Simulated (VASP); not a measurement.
# TiSi6 (P6/mmm) in VASP: a series of runs

TiSi6 is run at these levels: PBE; tasks: single point.

Program: VASP 6.6.1. These are calculated values, not measurements. Logs are shortened: lines on timing, memory, paths and dates and some standing lists are left out, and cuts for length are marked.

### 1 The cell of the first run

Symmetry: P6/mmm, No. 191, hexagonal system. Conventional cell: a = 7.273 Å, b = 7.273 Å, c = 2.657 Å, α = 90.00°, β = 90.00°, γ = 120.00°. Ti (site symmetry 6/mmm) has 2 Ti at 2.66 Å and 12 Si at 2.78 Å within 3.5 Å. Within 3.2 Å of Si (site symmetry m2m) lie 5 Si at 2.39 to 2.66 Å and 2 Ti at 2.78 Å.

The cell was generated, and may not be a known phase.

### 2 Single point, PBE

File INCAR:

```
  PREC = Accurate
  ENCUT = 520
  EDIFF = 1E-6
  ISMEAR = 0
  SIGMA = 0.1
  LREAL = False
  LASPH = True
  NELM = 60
  ALGO = Normal
  ISIF = 2
  LWAVE = False
  LCHARG = False
  GGA = PE
  NBANDS = 27
```

File KPOINTS:

```
regular mesh
0
Gamma
  3 3 6
```

File POSCAR:

```
TiSi6
1.0
    7.2731095205      0.0000000000      0.0000000000
   -3.6365547603      6.2986976093      0.0000000000
    0.0000000000      0.0000000000      2.6573021966
Ti Si
1 6
Direct
    0.0000000000      0.0000000000      0.0000000000
    0.0000000000      0.3357458524      0.5000000000
    0.6642541476      0.6642541476      0.5000000000
    0.3357458524      0.0000000000      0.5000000000
    0.0000000000      0.6642541476      0.5000000000
    0.3357458524      0.3357458524      0.5000000000
    0.6642541476      0.0000000000      0.5000000000
```

Potentials or basis: VASP PAW PBE potentials, release 64 (Ti_sv, Si).

On the command line:

```console
$ cat potpaw_PBE.64/Ti_sv/POTCAR potpaw_PBE.64/Si/POTCAR > POTCAR
$ mpirun -np 1 vasp_std > vasp.out
```

OUTCAR:

```text
PREC = Accurate
   ENCUT = 520
   EDIFF = 1E-6
   ISMEAR = 0
   LREAL = False
   LASPH = True
   NELM = 60
   ISIF = 2
   GGA = PE

 ion  position               nearest neighbor table
   1  0.000  0.000  0.000-   4 2.78   7 2.78   4 2.78   7 2.78   3 2.78   6 2.78   6 2.78   3 2.78
                             5 2.78   5 2.78   2 2.78   2 2.78
   2  0.000  0.336  0.500-   5 2.39   6 2.44   7 2.44   1 2.78   1 2.78
   3  0.664  0.664  0.500-   6 2.39   5 2.44   7 2.44   1 2.78   1 2.78
   4  0.336  0.000  0.500-   7 2.39   5 2.44   6 2.44   1 2.78   1 2.78
   5  0.000  0.664  0.500-   2 2.39   3 2.44   4 2.44   1 2.78   1 2.78
   6  0.336  0.336  0.500-   3 2.39   2 2.44   4 2.44   1 2.78   1 2.78
   7  0.664  0.000  0.500-   4 2.39   2 2.44   3 2.44   1 2.78   1 2.78

  LATTYP: Found a hexagonal cell.
 ALAT       =     7.2731095205
 C/A-ratio  =     0.3653598491

  Lattice vectors:

 A1 = (   7.2731095205,   0.0000000000,   0.0000000000)
 A2 = (  -3.6365547603,   6.2986976093,   0.0000000000)
 A3 = (   0.0000000000,   0.0000000000,   2.6573021966)

Analysis of symmetry for initial positions (statically):
=====================================================================
 Subroutine PRICEL returns:
 Original cell was already a primitive cell.

 Routine SETGRP: Setting up the symmetry group for a
 hexagonal supercell.

 Subroutine GETGRP returns: Found 24 space group operations
 (whereof 24 operations were pure point group operations)
 out of a pool of 24 trial point group operations.

The static configuration has the point symmetry D_6h.

Analysis of symmetry for dynamics (positions and initial velocities):
=====================================================================
 Subroutine PRICEL returns:
 Original cell was already a primitive cell.

 Routine SETGRP: Setting up the symmetry group for a
 hexagonal supercell.

 Subroutine GETGRP returns: Found 24 space group operations
 (whereof 24 operations were pure point group operations)
 out of a pool of 24 trial point group operations.

The dynamic configuration has the point symmetry D_6h.

 Subroutine INISYM returns: Found 24 space group operations
 (whereof 24 operations are pure point group operations),
 and found     1 'primitive' translations

----------------------------------------------------------------------------------------

                                     Primitive cell

  volume of cell :     121.7340

  direct lattice vectors                    reciprocal lattice vectors
     7.273109521  0.000000000  0.000000000     0.137492774  0.079381490  0.000000000
    -3.636554760  6.298697609  0.000000000     0.000000000  0.158762980  0.000000000
     0.000000000  0.000000000  2.657302197     0.000000000  0.000000000  0.376321519

  length of vectors
     7.273109521  7.273109521  2.657302197     0.158762980  0.158762980  0.376321519

  position of ions in fractional coordinates (direct lattice)
     0.000000000  0.000000000  0.000000000
     0.000000000  0.335745852  0.500000000
     0.664254148  0.664254148  0.500000000
     0.335745852  0.000000000  0.500000000
     0.000000000  0.664254148  0.500000000
     0.335745852  0.335745852  0.500000000
     0.664254148  0.000000000  0.500000000

  ion indices of the primitive-cell ions
   primitive index   ion index
                 1           1
                 2           2
                 3           3
                 4           4
                 5           5
                 6           6
                 7           7

----------------------------------------------------------------------------------------

 KPOINTS: regular mesh

Automatic generation of k-mesh.
 Grid dimensions read from file:
 generate k-points for:    3    3    6

 Generating k-lattice:

  Cartesian coordinates                     Fractional coordinates (reciprocal lattice)
     0.045830925  0.026460497  0.000000000     0.333333333  0.000000000  0.000000000
     0.000000000  0.052920993  0.000000000     0.000000000  0.333333333  0.000000000
     0.000000000  0.000000000  0.062720253     0.000000000  0.000000000  0.166666667

  Length of vectors
     0.052920993  0.052920993  0.062720253

  Shift w.r.t. Gamma in fractional coordinates (k-lattice)
     0.000000000  0.000000000  0.000000000

 Subroutine IBZKPT returns following result:
 ===========================================

 Found     12 irreducible k-points:

 Following reciprocal coordinates:
            Coordinates               Weight
  0.000000  0.000000  0.000000      1.000000
  0.333333  0.000000  0.000000      6.000000
  0.333333  0.333333  0.000000      2.000000
  0.000000  0.000000  0.166667      2.000000
  0.333333  0.000000  0.166667     12.000000
  0.333333  0.333333  0.166667      4.000000
  0.000000  0.000000  0.333333      2.000000
  0.333333  0.000000  0.333333     12.000000
  0.333333  0.333333  0.333333      4.000000
  0.000000  0.000000  0.500000      1.000000
  0.333333  0.000000  0.500000      6.000000
  0.333333  0.333333  0.500000      2.000000
   k-points           NKPTS =     12   k-points in BZ     NKDIM =     12   number of bands    NBANDS=     27
   number of dos      NEDOS =    301   number of ions     NIONS =      7
   total plane-waves  NPLWV =  58320
   dimension x,y,z NGX =    54 NGY =   54 NGZ =   20
   dimension x,y,z NGXF=   108 NGYF=  108 NGZF=   40
   ions per type =               1   6
   NGX,Y,Z   is equivalent  to a cutoff of  12.34, 12.34, 12.51 a.u.
   NGXF,Y,Z  is equivalent  to a cutoff of  24.69, 24.69, 25.02 a.u.
 SYSTEM =  unknown system
   PREC   = accura    normal or accurate (medium, high low for compatibility)
   ISTART =      0    job   : 0-new  1-cont  2-samecut
   ICHARG =      2    charge: 1-file 2-atom 10-const
   ISPIN  =      1    spin polarized calculation?
   LNONCOLLINEAR =      F non collinear calculations
   LSORBIT =      F    spin-orbit coupling
   LASPH  =      T    aspherical Exc in radial PAW
   ENCUT  =  520.0 eV  38.22 Ry    6.18 a.u.  13.52 13.52  4.94*2*pi/ulx,y,z
   NELM   =     60;   NELMIN=  2; NELMDL= -5     # of ELM steps
   EDIFF  = 0.1E-05   stopping-criterion for ELM
   LREAL  =      F    real-space projection
   EDIFFG = 0.1E-04   stopping-criterion for IOM
   NSW    =      0    number of steps for IOM
   IBRION =     -1    ionic relax: 0-MD 1-quasi-New 2-CG
   NFREE  =      0    steps in history (QN), initial steepest desc. (CG)
   ISIF   =      2    stress and relaxation
   ISYM   =      2    0-nonsym 1-usesym 2-fastsym
   POTIM  = 0.5000    time-step for ionic-motion
   TEBEG  =    0.0;   TEEND  =   0.0 temperature during run
   PSTRESS=    0.0 pullay stress
   NELECT =      36.0000    total number of electrons
   NUPDOWN=      -1.0000    fix difference up-down
   EMIN   =  10.00;   EMAX   =-10.00  energy-range for DOS
   EFERMI =   0.00;   METHOD = LEGACY
   ISMEAR =     0;   SIGMA  =   0.10  broadening in eV -4-tet -1-fermi 0-gaus
   EFERMI_NEDOS =   21; number of points for ismear=-14 and -15
   IALGO  =     38    algorithm
   IMIX   =      4    mixing-type and parameters
     AMIX     =   0.40;   BMIX     =  1.00
     AMIX_MAG =   1.60;   BMIX_MAG =  1.00
  volume/ion in A,a.u.               =      17.39       117.36
  Fermi-wavevector in a.u.,A,eV,Ry     =   1.090699  2.061123 16.185832  1.189625
  Thomas-Fermi vector in A             =   2.226929
   LORBIT       =      0    0 simple, 1 ext, 2 COOP (PROOUT), +10 PAW based schemes
   GGA     = PE    functional components
   LHFCALC =     F    Hartree Fock is set to
   AEXX    =    0.0000 exact exchange contribution
   IVDW    =     0    specifies the selected vdW correction
   LEPSILON=     F    determine dielectric tensor
   LRPA    =     F    only Hartree local field effects (RPA)
 non-spin polarized calculation
 Gauss-broadening in eV      SIGMA  =   0.10
  energy-cutoff  :      520.00
  volume of cell :      121.73
 maximum number of plane-waves:      3310
 NGX is ok and might be reduce to    54
   NGX = 27   NGY = 27   NGZ =  9

 number of electron      35.9999991 magnetization

 Free energy of the ion-electron system (eV)
  ---------------------------------------------------
  ext. energy  EPLUGINS =         0.00000000
  ---------------------------------------------------
  free energy    TOTEN  =       -39.29361063 eV

  energy without entropy =      -39.26273909  energy(sigma->0) =      -39.27817486

 E-fermi :   7.8037     XC(G=0): -10.2688

 val. band max:        7.8021905790   @ k =   0.3333   0.0000   0.1667
 cond. band min:       7.8044208733   @ k =   0.3333   0.0000   0.1667
 fundamental gap:      0.0022302944
 Fermi energy:         7.8036933240

 k-point     1 :       0.0000    0.0000    0.0000
  band No.  band energies     occupation
      1     -49.3725      2.00000
      2     -25.7288      2.00000
      3     -25.7288      2.00000
      4     -25.1617      2.00000
      5      -4.9954      2.00000
      6      -2.3227      2.00000
[... 19 lines left out ...]
     26      11.8889      0.00000
     27      11.8889      0.00000

 k-point     2 :       0.3333    0.0000    0.0000
  band No.  band energies     occupation
      1     -49.3725      2.00000
      2     -25.7288      2.00000
      3     -25.7288      2.00000
      4     -25.1617      2.00000
      5      -4.6393      2.00000
      6      -3.5668      2.00000
[... 19 lines left out ...]
     26      13.2454      0.00000
     27      14.0046      0.00000

 k-point     3 :       0.3333    0.3333    0.0000
  band No.  band energies     occupation
      1     -49.3725      2.00000
      2     -25.7288      2.00000
      3     -25.7288      2.00000
      4     -25.1617      2.00000
      5      -4.1510      2.00000
      6      -3.7987      2.00000
[... 234 lines left out ...]
      1     -49.2588      2.00000
      2     -25.9612      2.00000
      3     -25.6213      2.00000
      4     -25.6213      2.00000
      5      -0.7036      2.00000
      6       0.0915      2.00000
[... 19 lines left out ...]
     26      10.6332      0.00000
     27      11.5308      0.00000

 k-point    12 :       0.3333    0.3333    0.5000
  band No.  band energies     occupation
      1     -49.2588      2.00000
      2     -25.9612      2.00000
      3     -25.6213      2.00000
      4     -25.6213      2.00000
      5      -0.2080      2.00000
      6      -0.2080      2.00000
[... 19 lines left out ...]
     26      10.8816      0.00000
     27      10.8816      0.00000

------------------------ aborting loop because EDIFF is reached ----------------------------------------

  FORCE on cell =-STRESS in cart. coord.  units (eV):
  Direction    XX          YY          ZZ          XY          YZ          ZX
  --------------------------------------------------------------------------------------
  -------------------------------------------------------------------------------------
  Total        0.0026499      0.0026499     -0.0098294     -0.0000000     -0.0000000      0.0000000
  in kB        0.0348759      0.0348759     -0.1293679     -0.0000000     -0.0000000      0.0000000
  external PRESSURE =      -0.0198720 kB  Pullay stress =       0.0000000 kB

 VOLUME and BASIS-vectors are now :
 -----------------------------------------------------------------------------
  energy-cutoff  :      520.00
  volume of cell :      121.73
      direct lattice vectors                 reciprocal lattice vectors
     7.273109521  0.000000000  0.000000000     0.137492774  0.079381490  0.000000000
    -3.636554760  6.298697609  0.000000000     0.000000000  0.158762980  0.000000000
     0.000000000  0.000000000  2.657302197     0.000000000  0.000000000  0.376321519

 POSITION                                       TOTAL-FORCE (eV/Angst)
 -----------------------------------------------------------------------------------
      0.00000      0.00000      0.00000         0.000000      0.000000     -0.000000
     -1.22096      2.11476      1.32865        -0.001311      0.002270      0.000000
      2.41560      4.18394      1.32865        -0.001311     -0.002270     -0.000000
      2.44192      0.00000      1.32865         0.002621      0.000000      0.000000
     -2.41560      4.18394      1.32865         0.001311     -0.002270     -0.000000
      1.22096      2.11476      1.32865         0.001311      0.002270      0.000000
      4.83119      0.00000      1.32865        -0.002621      0.000000      0.000000
 -----------------------------------------------------------------------------------
    total drift:                                0.000000      0.000000      0.000000

  FREE ENERGIE OF THE ION-ELECTRON SYSTEM (eV)
  ---------------------------------------------------
  free  energy   TOTEN  =       -39.2936106334 eV

  energy  without entropy=      -39.2627390934  energy(sigma->0) =      -39.27817486
```

It took 21 s on 1 thread of Intel Xeon 6975P-C (Granite Rapids), shared host; peak memory 0.23 GiB.

What came out:

| Quantity | Value |
| --- | --- |
| Free energy | -39.2936 eV |
| Pressure | 0.0 GPa |
| Band gap on the k mesh | zero (bands 18 and 19 overlap by 1.81 eV) |

Forces on the atoms (eV/Å):
```
Ti   0.000  0.000  0.000
Si  -0.001  0.002  0.000
Si  -0.001 -0.002  0.000
Si   0.003  0.000  0.000
Si   0.001 -0.002  0.000
Si   0.001  0.002  0.000
Si  -0.003  0.000  0.000
```

Levels at points of the mesh, in eV from the Fermi level:
```
           k point  band 16  band 17  band 18  band 19  band 20  band 21
(0.00, 0.00, 0.00)     0.29     0.29     0.33     0.33     1.84     1.84
(0.00, 0.00, 0.50)    -2.55    -0.76    -0.76    -0.34    -0.34     0.25
```

Caveat: the k points lie up to 0.39 Å⁻¹ apart, too coarse for converged energies and pressures of a metal.

(Continued in part 2 of 2.)

The gap in the log of VASP goes by the Fermi energy; the results here count the filled bands.